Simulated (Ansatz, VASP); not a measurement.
CdH2O2 in VASP and in Ansatz

```xyz
5
Lattice="3.5155 0.0000 0.0000 -1.7578 3.0445 0.0000 0.0000 0.0000 4.6430" Properties=species:S:1:pos:R:3 pbc="T T T"
Cd    0.0000    0.0000    0.0000
H     1.7578    1.0148    2.5581
H     0.0000    2.0297    2.0849
O     1.7578    1.0148    3.5257
O     0.0000    2.0297    1.1172
```

Alike in both runs: task single point; functional PBEsol; k mesh 12 × 12 × 8; occupations gaussian, width 0.05 eV; no spin polarisation.

```csv
,VASP,Ansatz
version,VASP 6.6.1,Ansatz 0.2.0
potentials or method,"VASP PAW PBE potentials, release 64 (Cd, H, O), cutoff 520 eV","scalar-relativistic, plane waves, PAW"
valence electrons in the cell,26,34
```

Ansatz gave:

```
gap on the k mesh at the Fermi level (eV)                     : 1.62
least direct gap on the mesh (eV)                             : 1.96
pressure (GPa)                                                : -0.6
traceless stress, the component that is largest in VASP (GPa) : 1.88
rms of the force components (eV/Å)                            : 0.294
```

**Question.** What did VASP give for the same quantities?

**Answer.** gap on the k mesh at the Fermi level (eV): 1.60; least direct gap on the mesh (eV): 1.95; pressure (GPa): 0.3; traceless stress, the component that is largest in VASP (GPa): 2.29; rms of the force components (eV/Å): 0.346.

VASP's potentials were made for PBE, not for PBEsol. Atom by atom the forces differ by 0.058 eV/Å (rms over components). The functional is the same, so the differences come from potentials, cutoffs and numerics. VASP's potentials hold 26 valence electrons a cell and Ansatz's 34, so a difference there can come from the potentials and not from the codes.
